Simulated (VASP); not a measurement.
Here is a VASP 6.6.1 calculation.

File INCAR:

```
SYSTEM = Ga2S
PREC = Accurate
ENCUT = 520
EDIFF = 1E-6
ISMEAR = 0
SIGMA = 0.1
LREAL = .FALSE.
LASPH = .TRUE.
NELM = 100
ALGO = Normal
ISIF = 2
LWAVE = .FALSE.
LCHARG = .FALSE.
GGA = PE
NBANDS = 23
```

Contents of KPOINTS:

```
regular mesh
0
G
  6 6 4
  0 0 0
```

The input POSCAR:

```
Ga2S
1.0
    4.9038187403      0.0000000000      0.0000000000
   -2.4519093701      4.2468316046      0.0000000000
    0.0000000000      0.0000000000      2.6955801600
Ga S
2 1
Direct
    0.3333333333      0.6666666667      0.5000000000
    0.6666666667      0.3333333333      0.5000000000
    0.0000000000      0.0000000000      0.5000000000
```

Potentials or basis: VASP PAW PBE potentials, release 64 (Ga_d, S).

Run with:

```sh
$ cat potpaw_PBE.64/Ga_d/POTCAR potpaw_PBE.64/S/POTCAR > POTCAR
$ mpirun -np 1 vasp_std > vasp.out
```

**Question.** Predict the pressure.

**Answer.** -0.1 GPa.

**Question.** What does it give for the band gap on the k mesh?

**Answer.** Zero (bands 16 and 17 overlap by 3.51 eV).

Stress tensor (GPa, compression positive):
```
-0.01  0.00  0.00
 0.00 -0.01  0.00
 0.00  0.00 -0.31
```

Caveat: the k points lie up to 0.58 Å⁻¹ apart, too coarse for converged energies and pressures of a metal.
